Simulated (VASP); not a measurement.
Crystal: CuO.

```
CELL_PARAMETERS angstrom
0.00000 2.15807 2.15807
2.15807 0.00000 2.15807
2.15807 2.15807 0.00000
ATOMIC_POSITIONS crystal
Cu 0.02950 0.02810 0.90803
O 0.47050 0.47190 0.59197
```

Base run:

- Program: VASP 6.6.1
- Functional: PBEsol
- Potentials or basis: VASP PAW PBE potentials, release 64 (Cu, O)
- Cutoff: 520 eV
- k mesh: 11 × 11 × 11
- Occupations: fermi-dirac, width 0.05 eV
- Spin: no spin polarisation

Its results: band gap on the k mesh zero (an odd number of electrons rules out a gap without spin polarisation); pressure -1.5 GPa; largest force 0.469 eV/Å.

**Question.** The run is repeated on the same cell with these changes: functional from PBEsol to RPBE. What comes out?

**Answer.** Band gap on the k mesh zero (an odd number of electrons rules out a gap without spin polarisation); pressure 12.5 GPa; largest force 0.717 eV/Å.

RPBE binds less tightly than PBEsol, so the same cell stands under more pressure.

Caveats: the PAW data sets were made with another functional, which shifts forces and pressure a little; an odd number of electrons without spin polarisation forces a metal; a magnetic or distorted state may lie lower; semilocal functionals often make such compounds metallic where correlation or magnetic order opens a gap, which also shifts bond lengths; the cell stands under pressure (at least some runs).
